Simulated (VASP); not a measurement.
A run of VASP 6.6.1 is set up as follows.

The input INCAR:

```
  ALGO = Normal
  EDIFF = 1E-6
  EDIFFG = -0.005
  ENCUT = 600
  GGA = PE
  IBRION = 2
  ISIF = 3
  ISMEAR = -1
  LASPH = T
  LCHARG = F
  LREAL = F
  LWAVE = F
  NELM = 100
  NSW = 60
  PREC = Accurate
  PSTRESS = 2000.0
  SIGMA = 0.08
```

The input KPOINTS:

```
k-points
0
Gamma
  10 10 14
```

POSCAR

```
S
1.0
    3.5663552115      0.0000000000      0.0000000000
   -1.7831776058      3.0885542121      0.0000000000
    0.0000000000      0.0000000000      2.2111402312
S
3
Direct
    0.0000000000      0.0000000000      0.0000000000
    0.3333333333      0.6666666667      0.5000000000
    0.6666666667      0.3333333333      0.5000000000
```

Potentials or basis: VASP PAW PBE potentials, release 64 (S).

Launch:

```console
$ cat potpaw_PBE.64/S/POTCAR > POTCAR
$ mpirun -np 1 vasp_std > vasp.out
```

Estimate the relaxed volume.

8.12 Å³/atom.

Estimate the relaxed cell.

a = 3.682 Å, b = 3.682 Å, c = 2.074 Å, α = 90.00°, β = 90.00°, γ = 120.00°.

What does it give for the space group after relaxing (to 0.05 Å)?

P6/mmm (No. 191).

Final structure:
```
S
1.0
     3.68241    0.00000    0.00000
    -1.84121    3.18906    0.00000
     0.00000    0.00000    2.07418
S
3
Direct
  0.00000 0.00000 0.00000
  0.33333 0.66667 0.50000
  0.66667 0.33333 0.50000
```

Caveat: the cell is relaxed towards a set pressure, so the enthalpy falls and the energy may rise.
